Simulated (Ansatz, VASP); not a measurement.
# One calculation of Ta, two programs

The input INCAR:

```
SYSTEM = Ta
PREC = Accurate
ENCUT = 520
EDIFF = 1E-7
ISMEAR = 0
SIGMA = 0.15
LREAL = .FALSE.
LASPH = .TRUE.
NELM = 100
ALGO = Fast
ISIF = 2
LWAVE = .FALSE.
LCHARG = .FALSE.
GGA = PS
NBANDS = 12
```

File KPOINTS:

```
regular mesh
0
G
  26 26 26
  0 0 0
```

POSCAR

```
Ta
1.0
   -1.5090389812      1.5090389812      1.7714805432
    1.5090389812     -1.5090389812      1.7714805432
    1.5090389812      1.5090389812     -1.7714805432
Ta
1
Direct
    0.0000000000      0.0000000000      0.0000000000
```

Input for Ansatz:

```yaml
crystal:
  lattice:
    - [-1.5090389812, 1.5090389812, 1.7714805432]
    - [1.5090389812, -1.5090389812, 1.7714805432]
    - [1.5090389812, 1.5090389812, -1.7714805432]
  atoms:
    - { symbol: Ta, position: [0.0, 0.0, 0.0] }
basis:
  ecutwfc: 420
kpoints:
  mp_grid: { grid: [26, 26, 26] }
hamiltonian:
  xc: pbesol
scf:
  occupations: { method: gaussian, width: 0.15 }
output:
  forces: true
  stress: true
  eigenvalues: true
```

Change from the starting cell: strain -0.080 along x and y, +0.080 along z, atoms carried along.

Alike in both runs: task single point; functional PBEsol; k mesh 26 × 26 × 26; occupations gaussian, width 0.15 eV; no spin polarisation.

|  | VASP | Ansatz |
| --- | --- | --- |
| version | VASP 6.6.1 | Ansatz 0.2.0 |
| potentials or method | VASP PAW PBE potentials, release 64 (Ta_pv), cutoff 520 eV | scalar-relativistic, plane waves, PAW |
| valence electrons in the cell | 11 | 13 |

|  | VASP | Ansatz | Ansatz less VASP |
| --- | --- | --- | --- |
| gap on the k mesh at the Fermi level (eV) | none | none | - |
| pressure (GPa) | 25.4 | 25.0 | -0.43 |
| traceless stress, the component that is largest in VASP (GPa) | -14.21 | -14.23 | -0.023 |

VASP's potentials were made for PBE, not for PBEsol. A gap of «none» marks a metal or a gap that the smearing closes. VASP's potentials hold 11 valence electrons a cell and Ansatz's 13, so a difference there can come from the potentials and not from the codes.

Neither program's run includes spin-orbit coupling.
